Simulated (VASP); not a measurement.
# H4CO in VASP: further runs

Runs on H4CO. Level: PBE+D3(BJ). Tasks: single point.

Program: VASP 6.6.1. These are calculated values, not measurements. Logs are shortened: lines on timing, memory, paths and dates and some standing lists are left out, and cuts for length are marked.

### 1 The cell of the first run

The cell holds a disordered packing, 36 atoms: a = 7.380 Å, b = 7.380 Å, c = 7.380 Å, α = 90.00°, β = 90.00°, γ = 90.00°.

### 2 Single point, PBE+D3(BJ)

INCAR reads:

```
SYSTEM = H4CO
PREC     = Accurate       ! precision mode
ENCUT    = 520            ! plane-wave cutoff, eV
EDIFF    = 1E-7           ! SCF threshold, eV
ISMEAR   = -1             ! smearing method
SIGMA    = 0.02           ! smearing width, eV
LREAL    = Auto         
LASPH    = .True.         ! aspherical terms in the spheres
NELM     = 60             ! most SCF steps
ALGO     = Normal         ! electronic algorithm
ISIF     = 2              ! what is computed and relaxed
LWAVE    = .False.        ! write WAVECAR
LCHARG   = .False.        ! write CHGCAR
GGA      = PE             ! functional
IVDW     = 12             ! dispersion correction
NBANDS   = 66             ! bands
```

KPOINTS reads:

```
regular mesh
0
Gamma
  1 1 1
  0 0 0
```

POSCAR reads:

```
H4CO
1.0
    7.3803230000      0.0000000000      0.0000000000
    0.0000000000      7.3803230000      0.0000000000
    0.0000000000      0.0000000000      7.3803230000
C O H
6 6 24
Direct
    0.4571751128      0.5094085991      0.9189164214
    0.8638104321      0.1821735986      0.1333410475
    0.8924135163      0.4573512568      0.6776126194
    0.6262463039      0.8915192465      0.6902272434
    0.0439818149      0.7375422458      0.2356536428
    0.4036273209      0.3332238982      0.4784749936
    0.2857463013      0.4256453274      0.9298644517
    0.6867450110      0.0991284528      0.1119192209
    0.9954577869      0.5840394790      0.7792748366
    0.7279627192      0.8552471213      0.8492988721
    0.1379885406      0.5608697614      0.2340412472
    0.4501699993      0.4974850017      0.3972183873
    0.4397639507      0.6429257906      0.9707163223
    0.2875348410      0.2973718088      0.9455954706
    0.5600025907      0.4468368119      1.0097119056
    0.5018344048      0.5003846038      0.7809956285
    0.8611953704      0.3284138106      0.0902670520
    0.7134782583      0.0236168525     -0.0096743733
    0.9164504047      0.1586515929      0.2745408297
    0.9680877111      0.1244118990      0.0412583568
    0.7871742199      0.5259254913      0.5898522328
    1.1141788781      0.5378897373      0.8076069299
    0.9890082047      0.4090064893      0.5819122009
    0.8270776225      0.3581550564      0.7697901569
    0.4976475962      0.9448366962      0.7417968021
    0.8439468029      0.7850469417      0.8364403563
    0.6789269250      1.0122050214      0.6331430210
    0.6134013376      0.7734756324      0.6035101716
   -0.0410144651      0.7393307854      0.3644013954
    0.1597762049      0.5158310822      0.1110926988
    0.1391402517      0.8414401375      0.2226054334
   -0.0501875053      0.7383010202      0.1199405500
    0.5103841661      0.2873993455      0.5650972186
    0.3466108462      0.5328764066      0.3242405515
    0.2773862336      0.3401341649      0.5571842858
    0.4033156814      0.2290008174      0.3630057926
```

Potentials or basis: VASP PAW PBE potentials, release 64 (C, O, H).

On the command line:

```
> cat potpaw_PBE.64/C/POTCAR potpaw_PBE.64/O/POTCAR potpaw_PBE.64/H/POTCAR > POTCAR
> mpirun -np 1 vasp_gam > vasp.out
```

OUTCAR:

```text
SYSTEM = H4CO
   PREC = Accurate
   ENCUT = 520
   EDIFF = 1E-7
   ISMEAR = -1
   LREAL = Auto
   LASPH = .True.
   NELM = 60
   ISIF = 2
   GGA = PE
   IVDW = 12
 IVDW          = 12

 ion  position               nearest neighbor table
   1  0.457  0.509  0.919-  13 1.06  16 1.07  15 1.11   7 1.41
   2  0.864  0.182  0.133-  20 1.11  17 1.13  19 1.13   8 1.45
   3  0.892  0.457  0.678-  23 1.07  24 1.11  21 1.13   9 1.42
   4  0.626  0.892  0.690-  27 1.06  28 1.09  25 1.10  10 1.42
   5  0.044  0.738  0.236-  31 1.04  32 1.10  29 1.14  11 1.48
   6  0.404  0.333  0.478-  33 1.07  35 1.10  36 1.15  12 1.40
   7  0.286  0.426  0.930-  14 0.95   1 1.41
   8  0.687  0.099  0.112-  18 1.07   2 1.45
   9  0.995  0.584  0.779-  22 0.96   3 1.42
  10  0.728  0.855  0.849-  26 1.01   4 1.42
  11  0.138  0.561  0.234-  30 0.98   5 1.48
  12  0.450  0.497  0.397-  34 0.97   6 1.40
  13  0.440  0.643  0.971-   1 1.06
  14  0.288  0.297  0.946-   7 0.95
  15  0.560  0.447  0.010-   1 1.11
  16  0.502  0.500  0.781-   1 1.07
  17  0.861  0.328  0.090-   2 1.13
  18  0.713  0.024  0.990-   8 1.07
[... 16 lines left out ...]
  35  0.277  0.340  0.557-   6 1.10
  36  0.403  0.229  0.363-   6 1.15

  LATTYP: Found a simple cubic cell.
 ALAT       =     7.3803230000

  Lattice vectors:

 A1 = (   7.3803230000,   0.0000000000,   0.0000000000)
 A2 = (   0.0000000000,   7.3803230000,   0.0000000000)
 A3 = (   0.0000000000,   0.0000000000,   7.3803230000)

Analysis of symmetry for initial positions (statically):
=====================================================================
 Subroutine PRICEL returns:
 Original cell was already a primitive cell.

 Routine SETGRP: Setting up the symmetry group for a
 simple cubic supercell.

 Subroutine GETGRP returns: Found  1 space group operations
 (whereof  1 operations were pure point group operations)
 out of a pool of 48 trial point group operations.

The static configuration has the point symmetry C_1 .

Analysis of symmetry for dynamics (positions and initial velocities):
=====================================================================
 Subroutine PRICEL returns:
 Original cell was already a primitive cell.

 Routine SETGRP: Setting up the symmetry group for a
 simple cubic supercell.

 Subroutine GETGRP returns: Found  1 space group operations
 (whereof  1 operations were pure point group operations)
 out of a pool of 48 trial point group operations.

The dynamic configuration has the point symmetry C_1 .

 Subroutine INISYM returns: Found  1 space group operations
 (whereof  1 operations are pure point group operations),
 and found     1 'primitive' translations

----------------------------------------------------------------------------------------

                                     Primitive cell

  volume of cell :     402.0001

  direct lattice vectors                    reciprocal lattice vectors
     7.380323000  0.000000000  0.000000000     0.135495425  0.000000000  0.000000000
     0.000000000  7.380323000  0.000000000     0.000000000  0.135495425  0.000000000
     0.000000000  0.000000000  7.380323000     0.000000000  0.000000000  0.135495425

  length of vectors
     7.380323000  7.380323000  7.380323000     0.135495425  0.135495425  0.135495425

  position of ions in fractional coordinates (direct lattice)
     0.457175113  0.509408599  0.918916421
     0.863810432  0.182173599  0.133341047
     0.892413516  0.457351257  0.677612619
     0.626246304  0.891519247  0.690227243
     0.043981815  0.737542246  0.235653643
     0.403627321  0.333223898  0.478474994
[... 28 lines left out ...]
     0.277386234  0.340134165  0.557184286
     0.403315681  0.229000817  0.363005793

  ion indices of the primitive-cell ions
   primitive index   ion index
                 1           1
                 2           2
                 3           3
                 4           4
                 5           5
                 6           6
[... 28 lines left out ...]
                35          35
                36          36

----------------------------------------------------------------------------------------

 KPOINTS: regular mesh

Automatic generation of k-mesh.
 Grid dimensions read from file:
 generate k-points for:    1    1    1

 Generating k-lattice:

  Cartesian coordinates                     Fractional coordinates (reciprocal lattice)
     0.135495425  0.000000000  0.000000000     1.000000000  0.000000000  0.000000000
     0.000000000  0.135495425  0.000000000     0.000000000  1.000000000  0.000000000
     0.000000000  0.000000000  0.135495425     0.000000000  0.000000000  1.000000000

  Length of vectors
     0.135495425  0.135495425  0.135495425

  Shift w.r.t. Gamma in fractional coordinates (k-lattice)
     0.000000000  0.000000000  0.000000000

 Subroutine IBZKPT returns following result:
 ===========================================

 Found      1 irreducible k-points:

 Following reciprocal coordinates:
            Coordinates               Weight
  0.000000  0.000000  0.000000      1.000000
   k-points           NKPTS =      1   k-points in BZ     NKDIM =      1   number of bands    NBANDS=     66
   number of dos      NEDOS =    301   number of ions     NIONS =     36
   total plane-waves  NPLWV = 175616
   dimension x,y,z NGX =    56 NGY =   56 NGZ =   56
   dimension x,y,z NGXF=   112 NGYF=  112 NGZF=  112
   ions per type =               6   6  24
   NGX,Y,Z   is equivalent  to a cutoff of  12.61, 12.61, 12.61 a.u.
   NGXF,Y,Z  is equivalent  to a cutoff of  25.23, 25.23, 25.23 a.u.
 SYSTEM =  H4CO
   PREC   = accura    normal or accurate (medium, high low for compatibility)
   ISTART =      0    job   : 0-new  1-cont  2-samecut
   ICHARG =      2    charge: 1-file 2-atom 10-const
   ISPIN  =      1    spin polarized calculation?
   LNONCOLLINEAR =      F non collinear calculations
   LSORBIT =      F    spin-orbit coupling
   LASPH  =      T    aspherical Exc in radial PAW
   ENCUT  =  520.0 eV  38.22 Ry    6.18 a.u.  13.72 13.72 13.72*2*pi/ulx,y,z
   NELM   =     60;   NELMIN=  2; NELMDL= -5     # of ELM steps
   EDIFF  = 0.1E-06   stopping-criterion for ELM
   LREAL  =      T    real-space projection
   EDIFFG = 0.1E-05   stopping-criterion for IOM
   NSW    =      0    number of steps for IOM
   IBRION =     -1    ionic relax: 0-MD 1-quasi-New 2-CG
   NFREE  =      0    steps in history (QN), initial steepest desc. (CG)
   ISIF   =      2    stress and relaxation
   ISYM   =      2    0-nonsym 1-usesym 2-fastsym
   POTIM  = 0.5000    time-step for ionic-motion
   TEBEG  =    0.0;   TEEND  =   0.0 temperature during run
   PSTRESS=    0.0 pullay stress
   NELECT =      84.0000    total number of electrons
   NUPDOWN=      -1.0000    fix difference up-down
   EMIN   =  10.00;   EMAX   =-10.00  energy-range for DOS
   EFERMI =   0.00;   METHOD = LEGACY
   ISMEAR =    -1;   SIGMA  =   0.02  broadening in eV -4-tet -1-fermi 0-gaus
   EFERMI_NEDOS =   21; number of points for ismear=-14 and -15
   IALGO  =     38    algorithm
   IMIX   =      4    mixing-type and parameters
     AMIX     =   0.40;   BMIX     =  1.00
     AMIX_MAG =   1.60;   BMIX_MAG =  1.00
  volume/ion in A,a.u.               =      11.17        75.36
  Fermi-wavevector in a.u.,A,eV,Ry     =   0.971462  1.835797 12.840345  0.943739
  Thomas-Fermi vector in A             =   2.101681
   LORBIT       =      0    0 simple, 1 ext, 2 COOP (PROOUT), +10 PAW based schemes
   GGA     = PE    functional components
   LHFCALC =     F    Hartree Fock is set to
   AEXX    =    0.0000 exact exchange contribution
   IVDW    =    12    specifies the selected vdW correction
   LEPSILON=     F    determine dielectric tensor
   LRPA    =     F    only Hartree local field effects (RPA)
 non-spin polarized calculation
  energy-cutoff  :      520.00
  volume of cell :      402.00
 maximum number of plane-waves:      5414
 NGX is ok and might be reduce to    54
   NGX = 27   NGY = 27   NGZ = 27

 number of electron      84.0000001 magnetization

 Free energy of the ion-electron system (eV)
  ---------------------------------------------------
  ext. energy  EPLUGINS =         0.00000000
  ---------------------------------------------------
  free energy    TOTEN  =      -181.51157340 eV

  energy without entropy =     -181.51157340  energy(sigma->0) =     -181.51157340

 E-fermi :  -2.1892     XC(G=0):  -6.3266

 val. band max:       -2.6693806420   @ k =   0.0000   0.0000   0.0000
 cond. band min:       1.5364599972   @ k =   0.0000   0.0000   0.0000
 fundamental gap:      4.2058406392
 Fermi energy:        -2.1891602957

 k-point     1 :       0.0000    0.0000    0.0000
  band No.  band energies     occupation
      1     -23.8971      2.00000
      2     -22.8249      2.00000
      3     -22.6202      2.00000
      4     -22.3042      2.00000
      5     -21.8773      2.00000
      6     -21.2332      2.00000
[... 46 lines left out ...]
     53       4.9543      0.00000
     54       5.1699      0.00000
 [bands above 54 left out]

------------------------ aborting loop because EDIFF is reached ----------------------------------------

 Edisp (eV)   -1.24938

 E8    (eV) :    -0.2717

  FORCE on cell =-STRESS in cart. coord.  units (eV):
  Direction    XX          YY          ZZ          XY          YZ          ZX
  --------------------------------------------------------------------------------------
  -------------------------------------------------------------------------------------
  Total       1.55049     3.85161    -0.65191     2.68601    -0.43842     1.19967
  in kB       6.17950    15.35064    -2.59821    10.70514    -1.74734     4.78132
  external pressure =        6.31 kB  Pullay stress =        0.00 kB

 VOLUME and BASIS-vectors are now :
 -----------------------------------------------------------------------------
  energy-cutoff  :      520.00
  volume of cell :      402.00
      direct lattice vectors                 reciprocal lattice vectors
     7.380323000  0.000000000  0.000000000     0.135495425  0.000000000  0.000000000
     0.000000000  7.380323000  0.000000000     0.000000000  0.135495425  0.000000000
     0.000000000  0.000000000  7.380323000     0.000000000  0.000000000  0.135495425

 POSITION                                       TOTAL-FORCE (eV/Angst)
 -----------------------------------------------------------------------------------
      3.37410      3.75960      6.78190         1.243432     -0.999889      0.806350
      6.37520      1.34450      0.98410        -0.008891      0.342834      0.181653
      6.58630      3.37540      5.00100        -0.576785      0.667546     -0.215883
      4.62190      6.57970      5.09410        -0.226866      0.197596      1.067403
      0.32460      5.44330      1.73920        -1.701635     -2.840462      0.391368
      2.97890      2.45930      3.53130        -0.167073     -1.267280     -1.908126
[... 28 lines left out ...]
      2.04720      2.51030      4.11220        -0.205808     -0.200753     -0.134621
      2.97660      1.69010      2.67910        -0.581073      0.235931      1.179901
 -----------------------------------------------------------------------------------
    total drift:                               -0.007822     -0.004207      0.005708

  FREE ENERGIE OF THE ION-ELECTRON SYSTEM (eV)
  ---------------------------------------------------
  free  energy   TOTEN  =      -182.7609490004 eV

  energy  without entropy=     -182.7609490003  energy(sigma->0) =     -182.76094900
```

It took 57 s on 1 thread of AMD EPYC 7R43 (Zen 3), shared host; peak memory 0.35 GiB.

What came out:

| Item | Value |
| --- | --- |
| Free energy | -182.7609 eV |
| Pressure | 0.6 GPa |
| Largest force | 3.334 eV/Å |
| Band gap on the k mesh | 4.21 eV |
| Dispersion energy per atom | -0.035 eV |

Forces on the atoms (eV/Å):
```
C    1.243 -1.000  0.806
C   -0.009  0.343  0.182
C   -0.577  0.668 -0.216
C   -0.227  0.198  1.067
C   -1.702 -2.840  0.391
C   -0.167 -1.267 -1.908
O   -1.350  0.320  0.167
O    1.614 -0.709 -2.301
O   -1.368  1.803  0.381
O    1.016 -0.604  1.113
O   -0.472  0.734  0.611
O    1.208  0.811  0.662
H   -0.031  1.177 -0.074
H    0.417 -0.917  0.044
H   -0.396 -0.115 -0.247
H    0.433  0.428 -0.688
H   -0.044 -0.411  0.799
H   -1.056  0.507  2.097
H   -0.382  0.552 -0.614
H   -0.229 -0.340  0.050
H    0.483 -0.184  0.864
H    0.623 -0.634  0.179
H    0.293 -1.409 -0.860
H    0.175 -0.102 -0.502
H   -0.582 -0.637 -0.079
H   -0.783  0.231 -0.563
H    0.871  0.769 -1.500
H   -0.203  0.001 -0.422
H    0.884  0.287 -0.946
H   -0.045  0.194 -0.261
H    1.163  1.579  0.159
H   -0.021  0.200  0.155
H    0.805 -0.071  0.728
H   -0.800  0.403 -0.320
H   -0.206 -0.201 -0.135
H   -0.581  0.236  1.180
```

Levels at points of the mesh, in eV from the valence-band top:
| k point | band 40 | band 41 | band 42 | band 43 | band 44 | band 45 |
| --- | --- | --- | --- | --- | --- | --- |
| (0.00, 0.00, 0.00) | -0.76 | -0.05 | 0.00 | 4.21 | 5.63 | 5.93 |

Caveat: the k points lie up to 0.85 Å⁻¹ apart.

### 3 Single point, PBE+D3(BJ)

INCAR reads:

```
SYSTEM = H4CO
ALGO = Normal ; EDIFF = 1E-6
ENCUT = 520 ; GGA = PE
ISIF = 2 ; ISMEAR = -1
IVDW = 12 ; LASPH = .TRUE.
LCHARG = .TRUE. ; LELF = .TRUE.
LREAL = Auto ; LVHAR = .TRUE.
LWAVE = .FALSE. ; NBANDS = 66
NELM = 100 ; PREC = Accurate
SIGMA = 0.02
```

KPOINTS reads:

```
k-points
0
G
  1 1 1
  0 0 0
```

POSCAR reads:

```
H4CO
1.0
    7.3803230000      0.0000000000      0.0000000000
    0.0000000000      7.3803230000      0.0000000000
    0.0000000000      0.0000000000      7.3803230000
C O H
6 6 24
Direct
    0.4272848221      0.5054385831      0.8495563135
    0.8381882473      0.1678110836      0.1185313976
    0.9487931626      0.4663888017      0.6500122014
    0.6234821972      0.8939717137      0.6912705582
    0.0557563673      0.7321224288      0.2493657798
    0.4372843844      0.3498356373      0.4132339465
    0.2763971170      0.4431919850      0.9470723707
    0.6626539245      0.1485707333      0.0344700361
    1.0118662828      0.6274793122      0.7543030298
    0.7438969812      0.8613173163      0.8332155652
    0.1245609440      0.5477538043      0.2512762653
    0.4361868715      0.5370632153      0.4266073450
    0.5190965219      0.5959224278      0.9233742209
    0.2462900336      0.3277905317      0.9105021555
    0.5236762673      0.3963783157      0.8038808058
    0.3956195413      0.5800694631      0.7229629381
    0.8801782795      0.3100406310      0.1316338052
    0.6863791734      0.0238607443     -0.0131295067
    0.8388250758      0.1027055320      0.2602189633
    0.9495383874      0.1048192606      0.0452825710
    0.8143817012      0.5128637324      0.5989439758
    1.1121057981      0.5918711146      0.8259394609
    1.0352798922      0.4338292511      0.5330254516
    0.9239297521      0.3599571455      0.7480431412
    0.4782446514      0.8829559357      0.7344258510
    0.8159805472      0.7552108492      0.8062384262
    0.6460421854      1.0284644724      0.6262734029
    0.6313815805      0.7880820392      0.5805843457
   -0.0470575610      0.7583272439      0.3639136119
    0.1836911474      0.5001542615      0.1419992052
    0.1680685249      0.8288797116      0.2411683066
   -0.0315026863      0.7556308850      0.1212277566
    0.4168787735      0.2883749126      0.5494610466
    0.3184955455      0.5615336890      0.3604584786
    0.3161243756      0.2972634125      0.3488600702
    0.5367786749      0.2759228830      0.3463805039
```

Potentials or basis: VASP PAW PBE potentials, release 64 (C, O, H).

On the command line:

```
> cat potpaw_PBE.64/C/POTCAR potpaw_PBE.64/O/POTCAR potpaw_PBE.64/H/POTCAR > POTCAR
> mpirun -np 1 vasp_gam > vasp.out
```

Run time: 53 s. Hardware: 1 thread of AMD EPYC 7R43 (Zen 3), shared host; peak memory 0.35 GiB.

The run converged. Its results:

```
Free energy                : -182.4755 eV
Pressure                   : 0.5 GPa
Largest force              : 3.345 eV/Å
Band gap on the k mesh     : 4.43 eV
Dispersion energy per atom : -0.035 eV
```

Forces on the atoms (eV/Å):
```
C    2.600  0.241 -1.802
C   -0.215  0.293  1.717
C   -0.666  1.837  0.482
C   -1.279 -0.341 -1.918
C   -1.815 -0.196 -1.626
C   -2.199 -1.367  2.119
O    0.167  2.404  1.226
O    1.425 -0.725  0.093
O   -1.584 -0.193 -1.835
O   -0.245  0.342  0.745
O   -0.705  0.442  1.558
O   -0.165  0.862 -0.980
H   -0.516  0.034  0.775
H   -0.608 -2.829 -0.860
H   -0.808  0.095  0.506
H   -0.521 -0.285  0.298
H   -0.421  0.162  0.177
H   -0.848  0.347 -0.322
H    0.016  0.630 -0.964
H    0.101 -0.512 -0.584
H    0.437 -0.434 -0.047
H    1.155 -0.622  0.954
H    0.100 -0.059  0.317
H    0.070 -0.717 -0.019
H    0.492  0.331  0.092
H    0.984 -0.465  0.067
H   -0.043 -0.313  0.326
H    0.197  0.581  0.566
H    1.517 -0.497 -0.735
H   -0.063  0.721 -0.733
H   -0.024  0.222  0.438
H    0.871 -0.289  1.046
H    0.525 -0.005  0.105
H    0.470  0.511  0.448
H   -0.739  0.077 -0.586
H    2.336 -0.284 -1.046
```

Stress tensor (GPa, compression positive):
```
-0.11 -0.08  0.55
-0.08  1.12  0.14
 0.55  0.14  0.50
```

Levels at points of the mesh, in eV from the valence-band top:
```tsv
k point	band 39	band 40	band 41	band 42	band 43	band 44	band 45	band 46
(0.00, 0.00, 0.00)	-0.71	-0.63	-0.15	0.00	4.43	5.82	5.88	6.41
```

Caveat: the k points lie up to 0.85 Å⁻¹ apart.

(Part 1 of 2 ends here.)
